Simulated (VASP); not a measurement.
A run of VASP 6.6.1 is set up as follows.

The input INCAR:

```
PREC     = Accurate       # precision mode
ENCUT    = 520            # plane-wave cutoff, eV
EDIFF    = 1E-6           # SCF threshold, eV
ISMEAR   = 0              # smearing method
SIGMA    = 0.15           # smearing width, eV
LREAL    = False          # projectors in reciprocal space
LASPH    = True           # aspherical terms in the spheres
NELM     = 60             # most SCF steps
ALGO     = Fast           # electronic algorithm
ISIF     = 2              # what is computed and relaxed
LWAVE    = False          # write WAVECAR
LCHARG   = False          # write CHGCAR
GGA      = PS             # functional
NBANDS   = 10             # bands
```

Contents of KPOINTS:

```
regular mesh
0
Gamma
  20 20 20
```

POSCAR

```
Os
1.0
    0.0000000000      1.8866500000      1.9158250000
    1.8866500000      0.0000000000      1.9158250000
    1.8866500000      1.8866500000      0.0000000000
Os
1
Direct
    0.0000000000      0.0000000000      0.0000000000
```

Potentials or basis: VASP PAW PBE potentials, release 64 (Os).

Run with:

```bash
$ cat potpaw_PBE.64/Os/POTCAR > POTCAR
$ mpirun -np 1 vasp_std > vasp.out
```

(1) What does it give for the band gap on the k mesh?

(2) Estimate the pressure.

## Answers

(1) zero (bands 4 and 5 overlap by 4.17 eV).

(2) 10.9 GPa.

Caveat: the cell differs from its parent crystal (strain -0.030 along x and y, -0.015 along z); the cell stands under pressure; the PAW data sets were made with another functional, which shifts forces and pressure a little; spin-orbit coupling is left out, which moves the levels of the heavy elements.
